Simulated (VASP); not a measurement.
# Ta (Immm) in VASP: single point with PBE

Aim: the single point of Ta with PBE.

All numbers are computed with VASP 6.6.1; they aren't measurements. Logs are shortened: lines on timing, memory, paths and dates and some standing lists are left out, and cuts for length are marked.

**1. The cell of the first run**

Symmetry: Immm, No. 71, orthorhombic system. The conventional cell has a = 3.170 Å, b = 3.303 Å, c = 3.435 Å, α = 90.00°, β = 90.00°, γ = 90.00°. Ta (site symmetry mmm) has 14 Ta at 2.86 to 3.43 Å within 3.8 Å.

**2. Single point, PBE (strain -0.0400 x Voigt [1, -1, 0, 0, 0, 0])**

Contents of INCAR:

```
ALGO = Fast
EDIFF = 1E-7
ENCUT = 520
GGA = PE
ISIF = 2
ISMEAR = 0
LASPH = True
LCHARG = False
LREAL = False
LWAVE = False
NBANDS = 12
NELM = 60
PREC = Accurate
SIGMA = 0.15
```

Contents of KPOINTS:

```
k-points
0
Gamma
  20 20 20
```

Contents of POSCAR:

```
Ta
1.0
   -1.5852288000      1.7173312000      1.6512800000
    1.5852288000     -1.7173312000      1.6512800000
    1.5852288000      1.7173312000     -1.6512800000
Ta
1
Direct
    0.0000000000      0.0000000000      0.0000000000
```

Potentials or basis: VASP PAW PBE potentials, release 64 (Ta_pv).

Started as:

```console
> cat potpaw_PBE.64/Ta_pv/POTCAR > POTCAR
> mpirun -np 1 vasp_std > vasp.out
```

OUTCAR:

```text
EDIFF = 1E-7
   ENCUT = 520
   GGA = PE
   ISIF = 2
   ISMEAR = 0
   LASPH = True
   LREAL = False
   NELM = 60
   PREC = Accurate

 ion  position               nearest neighbor table
   1  0.000  0.000  0.000-

  LATTYP: Found a body centered orthorhombic cell.
 ALAT       =     3.1704576000
 B/A-ratio  =     1.0416666667
 C/A-ratio  =     1.0833333333

  Lattice vectors:

 A1 = (  -1.5852288000,  -1.7173312000,   1.6512800000)
 A2 = (   1.5852288000,  -1.7173312000,  -1.6512800000)
 A3 = (   1.5852288000,   1.7173312000,   1.6512800000)

Analysis of symmetry for initial positions (statically):
=====================================================================
 Subroutine PRICEL returns:
 Original cell was already a primitive cell.

 Routine SETGRP: Setting up the symmetry group for a
 body centered orthorhombic supercell.

 Subroutine GETGRP returns: Found  8 space group operations
 (whereof  8 operations were pure point group operations)
 out of a pool of  8 trial point group operations.

The static configuration has the point symmetry D_2h.

Analysis of symmetry for dynamics (positions and initial velocities):
=====================================================================
 Subroutine PRICEL returns:
 Original cell was already a primitive cell.

 Routine SETGRP: Setting up the symmetry group for a
 body centered orthorhombic supercell.

 Subroutine GETGRP returns: Found  8 space group operations
 (whereof  8 operations were pure point group operations)
 out of a pool of  8 trial point group operations.

The dynamic configuration has the point symmetry D_2h.

 Subroutine INISYM returns: Found  8 space group operations
 (whereof  8 operations are pure point group operations),
 and found     1 'primitive' translations

----------------------------------------------------------------------------------------

                                     Primitive cell

  volume of cell :      17.9815

  direct lattice vectors                    reciprocal lattice vectors
    -1.585228800  1.717331200  1.651280000     0.000000000  0.291149430  0.302795407
     1.585228800 -1.717331200  1.651280000     0.315411882  0.000000000  0.302795407
     1.585228800  1.717331200 -1.651280000     0.315411882  0.291149430  0.000000000

  length of vectors
     2.861625838  2.861625838  2.861625838     0.420063149  0.437229590  0.429246603

  position of ions in fractional coordinates (direct lattice)
     0.000000000  0.000000000  0.000000000

  ion indices of the primitive-cell ions
   primitive index   ion index
                 1           1

----------------------------------------------------------------------------------------

 KPOINTS: k-points

Automatic generation of k-mesh.
 Grid dimensions read from file:
 generate k-points for:   20   20   20

 Generating k-lattice:

  Cartesian coordinates                     Fractional coordinates (reciprocal lattice)
     0.000000000  0.014557471  0.015139770     0.050000000  0.000000000 -0.000000000
     0.015770594  0.000000000  0.015139770    -0.000000000  0.050000000  0.000000000
     0.015770594  0.014557471  0.000000000    -0.000000000  0.000000000  0.050000000

  Length of vectors
     0.021003157  0.021861479  0.021462330

  Shift w.r.t. Gamma in fractional coordinates (k-lattice)
     0.000000000  0.000000000  0.000000000

 Subroutine IBZKPT returns following result:
 ===========================================

 Found   1166 irreducible k-points:

 Following reciprocal coordinates:
            Coordinates               Weight
  0.000000  0.000000  0.000000      1.000000
  0.050000  0.000000 -0.000000      4.000000
  0.100000  0.000000 -0.000000      4.000000
  0.150000  0.000000  0.000000      4.000000
  0.200000  0.000000 -0.000000      4.000000
  0.250000  0.000000 -0.000000      4.000000
[... 16 lines left out ...]
 -0.450000  0.050000  0.000000      8.000000
 -0.400000  0.050000  0.000000      8.000000
 [... further k-points ...]
   k-points           NKPTS =   1166   k-points in BZ     NKDIM =   1166   number of bands    NBANDS=     12
   number of dos      NEDOS =    301   number of ions     NIONS =      1
   total plane-waves  NPLWV =  13824
   dimension x,y,z NGX =    24 NGY =   24 NGZ =   24
   dimension x,y,z NGXF=    48 NGYF=   48 NGZF=   48
   ions per type =               1
   NGX,Y,Z   is equivalent  to a cutoff of  13.94, 13.94, 13.94 a.u.
   NGXF,Y,Z  is equivalent  to a cutoff of  27.89, 27.89, 27.89 a.u.
 SYSTEM =  unknown system
   PREC   = accura    normal or accurate (medium, high low for compatibility)
   ISTART =      0    job   : 0-new  1-cont  2-samecut
   ICHARG =      2    charge: 1-file 2-atom 10-const
   ISPIN  =      1    spin polarized calculation?
   LNONCOLLINEAR =      F non collinear calculations
   LSORBIT =      F    spin-orbit coupling
   LASPH  =      T    aspherical Exc in radial PAW
   ENCUT  =  520.0 eV  38.22 Ry    6.18 a.u.   5.32  5.32  5.32*2*pi/ulx,y,z
   NELM   =     60;   NELMIN=  2; NELMDL= -5     # of ELM steps
   EDIFF  = 0.1E-06   stopping-criterion for ELM
   LREAL  =      F    real-space projection
   EDIFFG = 0.1E-05   stopping-criterion for IOM
   NSW    =      0    number of steps for IOM
   IBRION =     -1    ionic relax: 0-MD 1-quasi-New 2-CG
   NFREE  =      0    steps in history (QN), initial steepest desc. (CG)
   ISIF   =      2    stress and relaxation
   ISYM   =      2    0-nonsym 1-usesym 2-fastsym
   POTIM  = 0.5000    time-step for ionic-motion
   TEBEG  =    0.0;   TEEND  =   0.0 temperature during run
   PSTRESS=    0.0 pullay stress
   NELECT =      11.0000    total number of electrons
   NUPDOWN=      -1.0000    fix difference up-down
   EMIN   =  10.00;   EMAX   =-10.00  energy-range for DOS
   EFERMI =   0.00;   METHOD = LEGACY
   ISMEAR =     0;   SIGMA  =   0.15  broadening in eV -4-tet -1-fermi 0-gaus
   EFERMI_NEDOS =   21; number of points for ismear=-14 and -15
   IALGO  =     68    algorithm
   IMIX   =      4    mixing-type and parameters
     AMIX     =   0.40;   BMIX     =  1.00
     AMIX_MAG =   1.60;   BMIX_MAG =  1.00
  volume/ion in A,a.u.               =      17.98       121.35
  Fermi-wavevector in a.u.,A,eV,Ry     =   1.389729  2.626207 26.277571  1.931347
  Thomas-Fermi vector in A             =   2.513732
   LORBIT       =      0    0 simple, 1 ext, 2 COOP (PROOUT), +10 PAW based schemes
   GGA     = PE    functional components
   LHFCALC =     F    Hartree Fock is set to
   AEXX    =    0.0000 exact exchange contribution
   IVDW    =     0    specifies the selected vdW correction
   LEPSILON=     F    determine dielectric tensor
   LRPA    =     F    only Hartree local field effects (RPA)
 non-spin polarized calculation
 RMM-DIIS sequential band-by-band and
 Gauss-broadening in eV      SIGMA  =   0.15
  energy-cutoff  :      520.00
  volume of cell :       17.98
 maximum number of plane-waves:       497
 NGX is ok and might be reduce to    24
   NGX = 11   NGY = 11   NGZ = 11

 number of electron      11.0000000 magnetization

 Free energy of the ion-electron system (eV)
  ---------------------------------------------------
  ext. energy  EPLUGINS =         0.00000000
  ---------------------------------------------------
  free energy    TOTEN  =       -11.79687467 eV

  energy without entropy =      -11.78175211  energy(sigma->0) =      -11.78931339

 E-fermi :   5.5188     XC(G=0): -12.6259

 val. band max:        5.5118930464   @ k =   0.1000  -0.4500   0.0500
 cond. band min:       5.5191430633   @ k =   0.3500   0.4500  -0.0000
 fundamental gap:      0.0072500169
 Fermi energy:         5.5187589270

 k-point     1 :       0.0000    0.0000    0.0000
  band No.  band energies     occupation
      1     -27.5699      2.00000
      2     -27.5664      2.00000
      3     -27.5528      2.00000
      4      -2.4225      2.00000
      5       5.7597      0.02310
      6       6.3173      0.00000
      7       6.7753      0.00000
      8       8.8609      0.00000
      9      10.0667      0.00000
     10      19.8647      0.00000
     11      20.5328      0.00000
     12      21.3293      0.00000

 k-point     2 :       0.0500    0.0000   -0.0000
  band No.  band energies     occupation
      1     -27.5997      2.00000
      2     -27.5675      2.00000
      3     -27.5614      2.00000
      4      -2.3145      2.00000
      5       5.7534      0.02692
      6       6.3296      0.00000
      7       6.8047      0.00000
      8       8.7571      0.00000
      9      10.0404      0.00000
     10      20.0592      0.00000
     11      20.7190      0.00000
     12      21.5118      0.00000

 k-point     3 :       0.1000    0.0000   -0.0000
  band No.  band energies     occupation
      1     -27.6905      2.00000
      2     -27.5862      2.00000
      3     -27.5660      2.00000
      4      -1.9997      2.00000
      5       5.7168      0.06185
      6       6.2471      0.00000
      7       7.0214      0.00000
      8       8.5139      0.00000
      9       9.9775      0.00000
     10      20.4768      0.00000
     11      21.2919      0.00000
     12      22.0459      0.00000
[... 286 lines left out ...]
 k-point    23 :      -0.4500    0.0500    0.0000
  band No.  band energies     occupation
      1     -28.6843      2.00000
      2     -27.8843      2.00000
      3     -27.5587      2.00000
      4       1.1385      2.00000
      5       4.6161      2.00000
      6       6.1545      0.00000
      7       8.6964      0.00000
      8      10.1221      0.00000
      9      12.6378      0.00000
     10      17.4030      0.00000
     11      18.3219      0.00000
     12      20.2122      0.00000

 k-point    24 :      -0.4000    0.0500    0.0000
  band No.  band energies     occupation
      1     -28.5846      2.00000
      2     -27.8527      2.00000
      3     -27.5600      2.00000
      4       1.0065      2.00000
      5       4.7668      2.00000
      6       5.6030      0.42709
      7       8.7005      0.00000
      8       9.9799      0.00000
      9      11.7243      0.00000
     10      18.1139      0.00000
     11      19.1062      0.00000
     12      20.2157      0.00000

 [... further k-points ...]

------------------------ aborting loop because EDIFF is reached ----------------------------------------

  FORCE on cell =-STRESS in cart. coord.  units (eV):
  Direction    XX          YY          ZZ          XY          YZ          ZX
  --------------------------------------------------------------------------------------
  -------------------------------------------------------------------------------------
  Total        0.9066701     -0.0118903      0.4553347      0.0000000      0.0000000      0.0000000
  in kB       80.7854501     -1.0594406     40.5708924      0.0000000      0.0000000      0.0000000
  external PRESSURE =      40.0989673 kB  Pullay stress =       0.0000000 kB

 VOLUME and BASIS-vectors are now :
 -----------------------------------------------------------------------------
  energy-cutoff  :      520.00
  volume of cell :       17.98
      direct lattice vectors                 reciprocal lattice vectors
    -1.585228800  1.717331200  1.651280000     0.000000000  0.291149430  0.302795407
     1.585228800 -1.717331200  1.651280000     0.315411882  0.000000000  0.302795407
     1.585228800  1.717331200 -1.651280000     0.315411882  0.291149430  0.000000000

 POSITION                                       TOTAL-FORCE (eV/Angst)
 -----------------------------------------------------------------------------------
      0.00000      0.00000      0.00000         0.000000      0.000000     -0.000000
 -----------------------------------------------------------------------------------
    total drift:                               -0.000000      0.000000     -0.000000

  FREE ENERGIE OF THE ION-ELECTRON SYSTEM (eV)
  ---------------------------------------------------
  free  energy   TOTEN  =       -11.7968746669 eV

  energy  without entropy=      -11.7817521057  energy(sigma->0) =      -11.78931339
```

Run time: 4.6 min. Hardware: 1 thread of Intel Xeon 8259CL, shared host; peak memory 0.35 GiB.

What came out:

| Item | Value |
| --- | --- |
| Free energy | -11.7969 eV |
| Pressure | 4.0 GPa |
| Band gap on the k mesh | zero (an odd number of electrons rules out a gap without spin polarisation) |

Caveat: the cell differs from its parent crystal (strain -0.0400 x Voigt [1, -1, 0, 0, 0, 0]); the stress differs along the axes, from -0 to 8 GPa; spin-orbit coupling is left out, which moves the levels of the heavy elements.
